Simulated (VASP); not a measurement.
Co, 2 atoms in the cell. The structure is hexagonal, space group P6_3/mmc (No. 194). Conventional cell: a = 2.486 Å, b = 2.486 Å, c = 4.010 Å, α = 90.00°, β = 90.00°, γ = 120.00°. Co (site symmetry -6m2) has 12 Co at 2.47 to 2.49 Å within 3.3 Å. 

- Program: VASP 6.6.1
- Task: single point
- Functional: PBE
- Potentials or basis: VASP PAW PBE potentials, release 64 (Co)
- Cutoff: 520 eV
- k mesh: 20 × 20 × 12
- Occupations: gaussian, width 0.05 eV
- Spin: no spin polarisation
- Dipole correction: no
- Further INCAR settings: ALGO = Fast; EDIFF = 1e-07; NBANDS = 16

Potentials or basis: VASP PAW PBE potentials, release 64 (Co).

Launch:

```sh
$ cat potpaw_PBE.64/Co/POTCAR > POTCAR
$ mpirun -np 1 vasp_std > vasp.out
```

Hardware: 1 thread of Intel Xeon 8259CL, with other jobs on the host.

Question: Estimate the wall time of this run.

Answer: It took 3.5 min on 1 thread of Intel Xeon 8259CL, on a shared host, peak memory 0.2 GiB. Counts: scf iterations 16, k points 308.
